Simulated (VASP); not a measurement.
# Cr (Im-3m) in VASP: further runs

Runs on Cr. Level: PBE. Tasks: single point, relaxation of cell and atoms.

Program: VASP 6.6.1. These are calculated values, not measurements. Logs are shortened: lines on timing, memory, paths and dates and some standing lists are left out, and cuts for length are marked.

**1. The cell of the first run**

Symmetry: Im-3m, No. 229, cubic system. The conventional cell has a = 2.800 Å, b = 2.800 Å, c = 2.800 Å, α = 90.00°, β = 90.00°, γ = 90.00°. Within 3.2 Å of Cr (site symmetry m-3m) lie 14 Cr at 2.42 to 2.80 Å.

**2. Single point, PBE**

Input file INCAR:

```
SYSTEM = Cr
PREC     = Accurate       ! precision mode
ENCUT    = 500            ! plane-wave cutoff, eV
EDIFF    = 1E-6           ! SCF threshold, eV
ISMEAR   = 0              ! smearing method
SIGMA    = 0.1            ! smearing width, eV
LREAL    = .FALSE.        ! projectors in reciprocal space
LASPH    = .TRUE.         ! aspherical terms in the spheres
NELM     = 120            ! most SCF steps
ALGO     = Normal         ! electronic algorithm
ISIF     = 2              ! what is computed and relaxed
LWAVE    = .FALSE.        ! write WAVECAR
LCHARG   = .FALSE.        ! write CHGCAR
GGA      = PE             ! functional
NBANDS   = 12             ! bands
GGA_COMPAT= .FALSE.
```

Input file KPOINTS:

```
Automatic mesh
0
G
  8 8 8
  0 0 0
```

Input file POSCAR:

```
Cr
1.0
   -1.4000000000      1.4000000000      1.4000000000
    1.4000000000     -1.4000000000      1.4000000000
    1.4000000000      1.4000000000     -1.4000000000
Cr
1
Direct
    0.0000000000      0.0000000000      0.0000000000
```

Potentials or basis: VASP PAW PBE potentials, release 64 (Cr_pv).

On the command line:

```
$ cat potpaw_PBE.64/Cr_pv/POTCAR > POTCAR
$ mpirun -np 1 vasp_std > vasp.out
```

OUTCAR:

```text
SYSTEM = Cr
   PREC = Accurate
   ENCUT = 500
   EDIFF = 1E-6
   ISMEAR = 0
   LREAL = .FALSE.
   LASPH = .TRUE.
   NELM = 120
   ISIF = 2
   GGA = PE

 ion  position               nearest neighbor table
   1  0.000  0.000  0.000-

  LATTYP: Found a body centered cubic cell.
 ALAT       =     2.8000000000

  Lattice vectors:

 A1 = (  -1.4000000000,   1.4000000000,   1.4000000000)
 A2 = (   1.4000000000,  -1.4000000000,   1.4000000000)
 A3 = (   1.4000000000,   1.4000000000,  -1.4000000000)

Analysis of symmetry for initial positions (statically):
=====================================================================
 Subroutine PRICEL returns:
 Original cell was already a primitive cell.

 Routine SETGRP: Setting up the symmetry group for a
 body centered cubic supercell.

 Subroutine GETGRP returns: Found 48 space group operations
 (whereof 48 operations were pure point group operations)
 out of a pool of 48 trial point group operations.

The static configuration has the point symmetry O_h .

Analysis of symmetry for dynamics (positions and initial velocities):
=====================================================================
 Subroutine PRICEL returns:
 Original cell was already a primitive cell.

 Routine SETGRP: Setting up the symmetry group for a
 body centered cubic supercell.

 Subroutine GETGRP returns: Found 48 space group operations
 (whereof 48 operations were pure point group operations)
 out of a pool of 48 trial point group operations.

The dynamic configuration has the point symmetry O_h .

 Subroutine INISYM returns: Found 48 space group operations
 (whereof 48 operations are pure point group operations),
 and found     1 'primitive' translations

----------------------------------------------------------------------------------------

                                     Primitive cell

  volume of cell :      10.9760

  direct lattice vectors                    reciprocal lattice vectors
    -1.400000000  1.400000000  1.400000000     0.000000000  0.357142857  0.357142857
     1.400000000 -1.400000000  1.400000000     0.357142857  0.000000000  0.357142857
     1.400000000  1.400000000 -1.400000000     0.357142857  0.357142857  0.000000000

  length of vectors
     2.424871131  2.424871131  2.424871131     0.505076272  0.505076272  0.505076272

  position of ions in fractional coordinates (direct lattice)
     0.000000000  0.000000000  0.000000000

[... 82 lines left out ...]
   ISYM   =      2    0-nonsym 1-usesym 2-fastsym
   POTIM  = 0.5000    time-step for ionic-motion
   TEBEG  =    0.0;   TEEND  =   0.0 temperature during run
   PSTRESS=    0.0 pullay stress
   NELECT =      12.0000    total number of electrons
   NUPDOWN=      -1.0000    fix difference up-down
   EMIN   =  10.00;   EMAX   =-10.00  energy-range for DOS
   EFERMI =   0.00;   METHOD = LEGACY
   ISMEAR =     0;   SIGMA  =   0.10  broadening in eV -4-tet -1-fermi 0-gaus
   EFERMI_NEDOS =   21; number of points for ismear=-14 and -15
   IALGO  =     38    algorithm
   IMIX   =      4    mixing-type and parameters
     AMIX     =   0.40;   BMIX     =  1.00
     AMIX_MAG =   1.60;   BMIX_MAG =  1.00
  volume/ion in A,a.u.               =      10.98        74.07
  Fermi-wavevector in a.u.,A,eV,Ry     =   1.686503  3.187029 38.698964  2.844294
  Thomas-Fermi vector in A             =   2.769157
   LORBIT       =      0    0 simple, 1 ext, 2 COOP (PROOUT), +10 PAW based schemes
   GGA     = PE    functional components
   LHFCALC =     F    Hartree Fock is set to
   AEXX    =    0.0000 exact exchange contribution
   IVDW    =     0    specifies the selected vdW correction
   LEPSILON=     F    determine dielectric tensor
   LRPA    =     F    only Hartree local field effects (RPA)
 non-spin polarized calculation
 Gauss-broadening in eV      SIGMA  =   0.10
  energy-cutoff  :      500.00
  volume of cell :       10.98
 maximum number of plane-waves:       321
 NGX is ok and might be reduce to    18
   NGX =  9   NGY =  9   NGZ =  9

 number of electron      12.0000013 magnetization

 Free energy of the ion-electron system (eV)
  ---------------------------------------------------
  ext. energy  EPLUGINS =         0.00000000
  ---------------------------------------------------
  free energy    TOTEN  =        -9.48773861 eV

  energy without entropy =       -9.48693889  energy(sigma->0) =       -9.48733875

 E-fermi :  11.5518     XC(G=0): -13.9777

 val. band max:       11.4381279164   @ k =   0.3750   0.0000   0.0000
 cond. band min:      11.6874782913   @ k =  -0.2500   0.2500   0.1250
 fundamental gap:      0.2493503749
 Fermi energy:        11.5518244854

 k-point     1 :       0.0000    0.0000    0.0000
  band No.  band energies     occupation
      1     -30.9749      2.00000
      2     -30.9749      2.00000
      3     -30.9749      2.00000
      4       3.6812      2.00000
      5      10.7109      2.00000
      6      10.7109      2.00000
      7      10.7109      2.00000
      8      12.9018      0.00000
      9      12.9018      0.00000
     10      18.7985      0.00000
     11      34.4211      0.00000
     12      34.4211      0.00000
[... 331 lines left out ...]
 k-point    24 :      -0.3750    0.3750    0.2500
  band No.  band energies     occupation
      1     -31.7663      2.00000
      2     -31.4572      2.00000
      3     -31.3622      2.00000
      4       8.1450      2.00000
      5       8.7770      2.00000
      6      11.2662      1.99995
      7      11.9326      0.00000
      8      13.7085      0.00000
      9      16.3295      0.00000
     10      18.7984      0.00000
     11      25.8207      0.00000
     12      28.5295      0.00000

 [... further k-points ...]

------------------------ aborting loop because EDIFF is reached ----------------------------------------

  FORCE on cell =-STRESS in cart. coord.  units (eV):
  Direction    XX          YY          ZZ          XY          YZ          ZX
  --------------------------------------------------------------------------------------
  -------------------------------------------------------------------------------------
  Total        1.0199705      1.0199705      1.0199705      0.0000000      0.0000000     -0.0000000
  in kB      148.8860797    148.8860797    148.8860797      0.0000000      0.0000000     -0.0000000
  external PRESSURE =     148.8860797 kB  Pullay stress =       0.0000000 kB

 VOLUME and BASIS-vectors are now :
 -----------------------------------------------------------------------------
  energy-cutoff  :      500.00
  volume of cell :       10.98
      direct lattice vectors                 reciprocal lattice vectors
    -1.400000000  1.400000000  1.400000000     0.000000000  0.357142857  0.357142857
     1.400000000 -1.400000000  1.400000000     0.357142857  0.000000000  0.357142857
     1.400000000  1.400000000 -1.400000000     0.357142857  0.357142857  0.000000000

 POSITION                                       TOTAL-FORCE (eV/Angst)
 -----------------------------------------------------------------------------------
      0.00000      0.00000      0.00000         0.000000     -0.000000      0.000000
 -----------------------------------------------------------------------------------
    total drift:                                0.000000      0.000000      0.000000

  FREE ENERGIE OF THE ION-ELECTRON SYSTEM (eV)
  ---------------------------------------------------
  free  energy   TOTEN  =        -9.4877386128 eV

  energy  without entropy=       -9.4869388944  energy(sigma->0) =       -9.48733875
```

It took 2.8 s on 1 thread of Intel Xeon 6975P-C, shared host; peak memory 0.12 GiB.

What came out:

```
Free energy            : -9.4877 eV
Pressure               : 14.9 GPa
Band gap on the k mesh : zero (band 6 reaches 14.31 eV, above the bottom of band 7 at 10.71 eV)
```

Levels at points of the mesh, in eV from the Fermi level:
| k point | band 3 | band 4 | band 5 | band 6 | band 7 | band 8 | band 9 | band 10 |
| --- | --- | --- | --- | --- | --- | --- | --- | --- |
| (0.00, 0.00, 0.00) | -42.53 | -7.87 | -0.84 | -0.84 | -0.84 | 1.35 | 1.35 | 7.25 |
| (0.50, 0.00, 0.00) | -42.54 | -4.54 | -2.50 | 1.36 | 1.42 | 1.72 | 3.18 | 7.24 |
| (0.50, 0.50, 0.50) | -43.26 | -4.49 | -4.49 | 2.76 | 2.76 | 2.76 | 7.24 | 11.25 |

Caveat: the k points lie up to 0.40 Å⁻¹ apart; the run has no spin polarisation, though such a crystal can be magnetic.

**3. Single point, PBE**

This run uses another cell than the first one, of 11.56 Å³/atom, 1.053 times its volume.

Input file INCAR:

```
PREC = Accurate
ENCUT = 500
EDIFF = 1E-6
ISMEAR = 0
SIGMA = 0.1
LREAL = False
LASPH = True
NELM = 120
ALGO = Normal
ISIF = 2
LWAVE = False
LCHARG = True
GGA = PE
LELF = True
LVHAR = True
NBANDS = 12
GGA_COMPAT = False
```

Input file KPOINTS:

```
Automatic mesh
0
Gamma
  10 10 10
```

Input file POSCAR:

```
Cr
1.0
   -1.4244740815      1.4244740815      1.4244740815
    1.4244740815     -1.4244740815      1.4244740815
    1.4244740815      1.4244740815     -1.4244740815
Cr
1
Direct
    0.0000000000      0.0000000000      0.0000000000
```

Potentials or basis: VASP PAW PBE potentials, release 64 (Cr_pv).

On the command line:

```
$ cat potpaw_PBE.64/Cr_pv/POTCAR > POTCAR
$ mpirun -np 1 vasp_std > vasp.out
```

Run time: 4.1 s. Hardware: 1 thread of Intel Xeon 6975P-C, shared host; peak memory 0.12 GiB.

The run converged. Its results:

```
Free energy            : -9.5088 eV
Pressure               : -0.5 GPa
Band gap on the k mesh : zero (band 6 reaches 13.37 eV, above the bottom of band 7 at 10.03 eV)
```

Levels at points of the mesh, in eV from the Fermi level:
| k point | band 2 | band 3 | band 4 | band 5 | band 6 | band 7 | band 8 | band 9 | band 10 | band 11 |
| --- | --- | --- | --- | --- | --- | --- | --- | --- | --- | --- |
| (0.00, 0.00, 0.00) | -42.79 | -42.79 | -7.89 | -0.96 | -0.96 | -0.96 | 1.09 | 1.09 | 7.04 | 22.26 |
| (0.50, 0.00, 0.00) | -43.07 | -42.79 | -4.47 | -2.50 | 1.08 | 1.09 | 1.42 | 2.77 | 7.03 | 9.86 |
| (0.50, 0.50, 0.50) | -43.41 | -43.41 | -4.35 | -4.35 | 2.38 | 2.38 | 2.38 | 7.03 | 10.57 | 10.57 |

Caveat: the run has no spin polarisation, though such a crystal can be magnetic. Spin polarisation is off, so any magnetic state and its effect on volume and gap are missing.

**4. Relaxation of cell and atoms, PBE**

Input file INCAR:

```
PREC = Accurate ; ENCUT = 500
EDIFF = 1E-7 ; ISMEAR = 0
SIGMA = 0.1 ; LREAL = F
LASPH = T ; NELM = 120
ALGO = Normal ; ISIF = 3
LWAVE = F ; LCHARG = F
GGA = PE ; IBRION = 2
NSW = 100 ; EDIFFG = -0.05
GGA_COMPAT = F ; NELMIN = 4
```

Input file KPOINTS:

```
regular mesh
0
Gamma
  10 10 10
```

Input file POSCAR:

```
Cr
1.0
   -1.4000000000      1.4000000000      1.4000000000
    1.4000000000     -1.4000000000      1.4000000000
    1.4000000000      1.4000000000     -1.4000000000
Cr
1
Direct
    0.0000000000      0.0000000000      0.0000000000
```

Potentials or basis: VASP PAW PBE potentials, release 64 (Cr_pv).

On the command line:

```
$ cat potpaw_PBE.64/Cr_pv/POTCAR > POTCAR
$ mpirun -np 1 vasp_std > vasp.out
```

OUTCAR:

```text
PREC = Accurate
   ENCUT = 500
   EDIFF = 1E-7
   ISMEAR = 0
   LREAL = F
   LASPH = T
   NELM = 120
   ISIF = 3
   GGA = PE
   IBRION = 2
   NSW = 100
   EDIFFG = -0.05
   NELMIN = 4

 ion  position               nearest neighbor table
   1  0.000  0.000  0.000-

  LATTYP: Found a body centered cubic cell.
 ALAT       =     2.8000000000

  Lattice vectors:

 A1 = (  -1.4000000000,   1.4000000000,   1.4000000000)
 A2 = (   1.4000000000,  -1.4000000000,   1.4000000000)
 A3 = (   1.4000000000,   1.4000000000,  -1.4000000000)

Analysis of symmetry for initial positions (statically):
=====================================================================
 Subroutine PRICEL returns:
 Original cell was already a primitive cell.

 Routine SETGRP: Setting up the symmetry group for a
 body centered cubic supercell.

 Subroutine GETGRP returns: Found 48 space group operations
 (whereof 48 operations were pure point group operations)
 out of a pool of 48 trial point group operations.

The static configuration has the point symmetry O_h .

Analysis of symmetry for dynamics (positions and initial velocities):
=====================================================================
 Subroutine PRICEL returns:
 Original cell was already a primitive cell.

 Routine SETGRP: Setting up the symmetry group for a
 body centered cubic supercell.

 Subroutine GETGRP returns: Found 48 space group operations
 (whereof 48 operations were pure point group operations)
 out of a pool of 48 trial point group operations.

The dynamic configuration has the point symmetry O_h .

 Subroutine INISYM returns: Found 48 space group operations
 (whereof 48 operations are pure point group operations),
 and found     1 'primitive' translations

----------------------------------------------------------------------------------------

                                     Primitive cell

  volume of cell :      10.9760

  direct lattice vectors                    reciprocal lattice vectors
[... 116 lines left out ...]
 conjugate gradient relaxation of ions
 non-spin polarized calculation
 Gauss-broadening in eV      SIGMA  =   0.10
  energy-cutoff  :      500.00
  volume of cell :       10.98
 maximum number of plane-waves:       321
 NGX is ok and might be reduce to    18
   NGX =  9   NGY =  9   NGZ =  9

--------------------------------------- Ionic step        1  -------------------------------------------

 number of electron      12.0000013 magnetization

 Free energy of the ion-electron system (eV)
  ---------------------------------------------------
  ext. energy  EPLUGINS =         0.00000000
  ---------------------------------------------------
  free energy    TOTEN  =        -9.48360161 eV

  energy without entropy =       -9.47928134  energy(sigma->0) =       -9.48144147

------------------------ aborting loop because EDIFF is reached ----------------------------------------

  FORCE on cell =-STRESS in cart. coord.  units (eV):
  Direction    XX          YY          ZZ          XY          YZ          ZX
  --------------------------------------------------------------------------------------
  -------------------------------------------------------------------------------------
  Total        0.9885784      0.9885784      0.9885784     -0.0000000      0.0000000      0.0000000
  in kB      144.3037437    144.3037437    144.3037437     -0.0000000      0.0000000      0.0000000
  external PRESSURE =     144.3037437 kB  Pullay stress =       0.0000000 kB
[... 22 lines left out ...]
--------------------------------------- Ionic step        2  -------------------------------------------

 number of electron      12.0000011 magnetization

 E-fermi :   9.7682     XC(G=0): -13.1709

 val. band max:        9.7350048089   @ k =  -0.2000   0.3000   0.1000
 cond. band min:       9.8079763391   @ k =  -0.3000   0.3000   0.3000
 fundamental gap:      0.0729715301
 Fermi energy:         9.7681730433

 k-point     1 :       0.0000    0.0000    0.0000
  band No.  band energies     occupation
      1     -33.1195      2.00000
      2     -33.1195      2.00000
      3     -33.1195      2.00000
      4       2.2289      2.00000
      5       8.9211      2.00000
      6       8.9211      2.00000
      7       8.9211      2.00000
      8      10.7487      0.00000
      9      10.7487      0.00000
     10      16.7706      0.00000
[... 333 lines left out ...]
--------------------------------------- Ionic step        3  -------------------------------------------

 number of electron      11.9999994 magnetization

 Free energy of the ion-electron system (eV)
  ---------------------------------------------------
  ext. energy  EPLUGINS =         0.00000000
  ---------------------------------------------------
  free energy    TOTEN  =        -9.50763211 eV

  energy without entropy =       -9.50290184  energy(sigma->0) =       -9.50526697

 E-fermi :  11.0069     XC(G=0): -13.6777

 val. band max:       10.9502057447   @ k =   0.1000   0.1000   0.0000
 cond. band min:      11.0176466237   @ k =   0.4000   0.0000   0.0000
 fundamental gap:      0.0674408790
 Fermi energy:        11.0068758046

 k-point     1 :       0.0000    0.0000    0.0000
  band No.  band energies     occupation
      1     -31.7793      2.00000
      2     -31.7793      2.00000
      3     -31.7793      2.00000
      4       3.1157      2.00000
      5      10.0430      2.00000
      6      10.0430      2.00000
      7      10.0430      2.00000
      8      12.0950      0.00000
      9      12.0950      0.00000
     10      18.0457      0.00000
[... 327 lines left out ...]
  FREE ENERGIE OF THE ION-ELECTRON SYSTEM (eV)
  ---------------------------------------------------
  free  energy   TOTEN  =        -9.5076321066 eV

  energy  without entropy=       -9.5029018365  energy(sigma->0) =       -9.50526697

 reached required accuracy - stopping structural energy minimisation
```

OSZICAR:

```text
N       E                     dE             d eps       ncg     rms          rms(c)
DAV:   1     0.718819754755E+02    0.71882E+02   -0.73270E+03   940   0.143E+03
DAV:   2    -0.980943798043E+01   -0.81691E+02   -0.79158E+02   944   0.322E+02
DAV:   3    -0.110699701024E+02   -0.12605E+01   -0.12466E+01  1022   0.475E+01
DAV:   4    -0.110796684478E+02   -0.96983E-02   -0.96964E-02  1064   0.396E+00
[... 27 lines left out ...]
DAV:   5    -0.950769566572E+01    0.31806E-03   -0.46837E-04   994   0.285E-01    0.870E-02
DAV:   6    -0.950763225283E+01    0.63413E-04   -0.18690E-05   990   0.791E-02    0.632E-03
DAV:   7    -0.950763165976E+01    0.59307E-06   -0.15010E-06   970   0.189E-02    0.162E-03
DAV:   8    -0.950763207013E+01   -0.41038E-06   -0.18677E-08   508   0.186E-03    0.545E-04
DAV:   9    -0.950763210663E+01   -0.36493E-07   -0.12975E-08   470   0.185E-03
   3 F= -.95076321E+01 E0= -.95052670E+01  d E =-.240305E-01
```

Wall time 8.1 s (1 thread of Intel Xeon 6975P-C, shared host); peak memory 0.12 GiB.

Results:

```yaml
Free_energy: -9.5076 eV
Relaxed_volume: 11.55 Å³/atom
Relaxed_cell: a = 2.466 Å, b = 2.466 Å, c = 2.466 Å, α = 109.47°, β = 109.47°, γ = 109.47°
Space_group_after_relaxing_to_0.05_Å: Im-3m (No. 229)
Energy_gained_by_relaxing: 24.0 meV/atom
Ionic_steps: 3
Pressure_after_relaxing: -0.4 GPa
Band_gap_on_the_k_mesh: zero (band 6 reaches 13.39 eV, above the bottom of band 7 at 10.04 eV)
```

The path:
```tsv
step	energy change (eV)	largest force (eV/Å)	pressure (GPa)	volume (Å³)
1	0.0000	0.0000	14.43	10.98
2	0.0480	0.0000	-19.63	12.62
3	-0.0240	0.0000	-0.35	11.55
```

Final structure:
```cif
data_structure
_symmetry_space_group_name_H-M 'P 1'
_symmetry_Int_Tables_number 1
_cell_length_a 2.4664
_cell_length_b 2.4664
_cell_length_c 2.4664
_cell_angle_alpha 109.471
_cell_angle_beta 109.471
_cell_angle_gamma 109.471
_cell_volume 11.55
loop_
_atom_site_label
_atom_site_type_symbol
_atom_site_fract_x
_atom_site_fract_y
_atom_site_fract_z
_atom_site_occupancy
Cr1 Cr 0.00000 0.00000 0.00000 1
```

Caveat: the run has no spin polarisation, though such a crystal can be magnetic. Spin polarisation is off, so any magnetic state and its effect on volume and gap are missing.

[end of part 1 of 2]
